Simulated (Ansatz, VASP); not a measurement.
# BiTe in VASP and in Ansatz

Contents of INCAR:

```
  ALGO = Normal
  EDIFF = 1E-6
  ENCUT = 500
  GGA = PE
  GGA_COMPAT = F
  ISIF = 2
  ISMEAR = 0
  LASPH = T
  LCHARG = T
  LELF = T
  LREAL = F
  LVHAR = T
  LWAVE = F
  NBANDS = 18
  NELM = 120
  PREC = Accurate
  SIGMA = 0.05
```

Contents of KPOINTS:

```
k-points
0
Gamma
  10 10 8
```

File POSCAR:

```
BiTe
1.0
    4.2327527788      0.0000000000      0.0000000000
   -2.1163763894      3.5937955239      0.0000000000
    0.0000000000      0.0000000000      4.4405072890
Bi Te
1 1
Direct
    0.0000000000      0.0000000000      0.0000000000
    0.6666666667      0.3333333333      0.5000000000
```

Input for Ansatz:

```yaml
crystal:
  lattice:
    - [4.2327527788, 0.0, 0.0]
    - [-2.1163763894, 3.5937955239, 0.0]
    - [0.0, 0.0, 4.440507289]
  atoms:
    - { symbol: Bi, position: [0.0, 0.0, 0.0] }
    - { symbol: Te, position: [0.6666666667, 0.3333333333, 0.5] }
basis:
  ecutwfc: 420
  ecutrho_ratio: 4
kpoints:
  mp_grid: { grid: [10, 10, 8] }
hamiltonian:
  xc: pbe
scf:
  occupations: { method: gaussian, width: 0.05 }
output:
  forces: true
  stress: true
  eigenvalues: true
```

Change from the starting cell: strain e1 = +0.02, atoms carried along.

Alike in both runs: task single point; functional PBE; k mesh 10 × 10 × 8; occupations gaussian, width 0.05 eV; no spin polarisation.

```csv
,VASP,Ansatz
version,VASP 6.6.1,Ansatz 0.2.0
potentials or method,"VASP PAW PBE potentials, release 64 (Bi_d, Te), cutoff 500 eV","scalar-relativistic, plane waves, PAW"
valence electrons in the cell,21,31
```

|  | VASP | Ansatz | Ansatz less VASP |
| --- | --- | --- | --- |
| gap on the k mesh at the Fermi level (eV) | none | none | - |
| pressure (GPa) | -0.8 | -0.8 | +0.06 |
| traceless stress, the component that is largest in VASP (GPa) | -0.29 | -0.29 | -0.002 |
| rms of the force components (eV/Å) | 0.003 | 0.003 | -0.0001 |

Atom by atom the forces differ by 0.000 eV/Å (rms over components). A gap of «none» marks a metal or a gap that the smearing closes. VASP's potentials hold 21 valence electrons a cell and Ansatz's 31, so a difference there can come from the potentials and not from the codes.

Spin-orbit coupling is off throughout.
